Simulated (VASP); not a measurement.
Wanted: the native input for a VASP 6.6.1 run.

| Item | Value |
| --- | --- |
| Task | single point |
| Functional | PBEsol |
| Potentials or basis | VASP PAW PBE potentials, release 64 (In_d, P) |
| Cutoff | 520 eV |
| k mesh | 8 × 8 × 8 |
| Occupations | fermi-dirac, width 0.05 eV |
| Spin | no spin polarisation |
| Dipole correction | no |
| Further INCAR settings | ALGO = Normal; EDIFF = 1e-06; NBANDS = 16 |

The structure of InP lies in POSCAR:

```
InP
1.0
    0.0000000000      2.7284200238      2.7284200238
    2.7284200238      0.0000000000      2.7284200238
    2.7284200238      2.7284200238      0.0000000000
In P
1 1
Direct
    0.0000000000      0.0000000000      0.0000000000
    0.5000000000      0.5000000000      0.5000000000
```

These files were run (other wordings do the same):

INCAR

```
PREC = Accurate
ENCUT = 520
EDIFF = 1E-6
ISMEAR = -1
SIGMA = 0.05
LREAL = F
LASPH = T
NELM = 60
ALGO = Normal
ISIF = 2
LWAVE = F
LCHARG = F
GGA = PS
NBANDS = 16
```

KPOINTS

```
Automatic mesh
0
Gamma
  8 8 8
```

Potentials or basis: VASP PAW PBE potentials, release 64 (In_d, P).

The run is started by

```bash
$ cat potpaw_PBE.64/In_d/POTCAR potpaw_PBE.64/P/POTCAR > POTCAR
$ mpirun -np 1 vasp_std > vasp.out
```

It gave:

* Pressure: 0.0 GPa
* Band gap on the k mesh: zero (band 9 reaches 7.82 eV, above the bottom of band 10 at 4.99 eV)

Caveat: the PAW data sets were made with another functional, which shifts forces and pressure a little; spin-orbit coupling is left out, which moves the levels of the heavy elements.

It took 54 s on 1 thread of AMD EPYC 7R13, on a shared host, peak memory 0.14 GiB.
